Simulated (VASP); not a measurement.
Runs of VASP 6.6.1 on Ta. The structure is that of space group P6/mmm (No. 191), or close to it. The cells are those of the table. This isn't the form of Ta at room conditions, which is bcc.

| cell | k mesh | gap on the mesh (eV) | pressure (GPa) |
| --- | --- | --- | --- |
| a = 4.784, b = 4.784, c = 2.676 Å, angles 90.0, 90.0, 120.0°, 3 atoms | 9 × 9 × 13 | none | 9.2 |
| a = 4.913, b = 4.913, c = 2.748 Å, angles 90.0, 90.0, 120.0°, 3 atoms | 9 × 9 × 13 | none | -6.5 |
| a = 4.849, b = 4.849, c = 2.712 Å, angles 90.0, 90.0, 120.0°, 3 atoms | 8 × 8 × 11 | none | (b) |
| a = 4.849, b = 4.849, c = 2.712 Å, angles 90.0, 90.0, 120.0°, 3 atoms | 9 × 9 × 13 | none | 0.6 |
| a = 4.647, b = 4.647, c = 2.599 Å, angles 90.0, 90.0, 120.0°, 3 atoms | 9 × 9 × 13 | none | (a) |
| a = 4.716, b = 4.716, c = 2.638 Å, angles 90.0, 90.0, 120.0°, 3 atoms | 9 × 9 × 13 | none | 19.5 |

Alike in all rows: task single point; level r2SCAN; potentials or basis VASP PAW PBE potentials, release 64 (Ta_pv); no spin polarisation; cutoff (eV) 520; smearing fermi-dirac 0.1 eV.

Estimate the missing entries.

(a) 32.0; (b) 0.7.

Caveats: the PAW data sets were made with another functional, which shifts forces and pressure a little; spin-orbit coupling is left out, which moves the levels of the heavy elements; the cell stands under pressure (at least some runs); the cell stands under tension (at least some runs).

A k mesh can miss the band edges, and the runs leave out spin-orbit coupling on Ta.

A gap of «none» marks levels without a gap at the run's occupations.
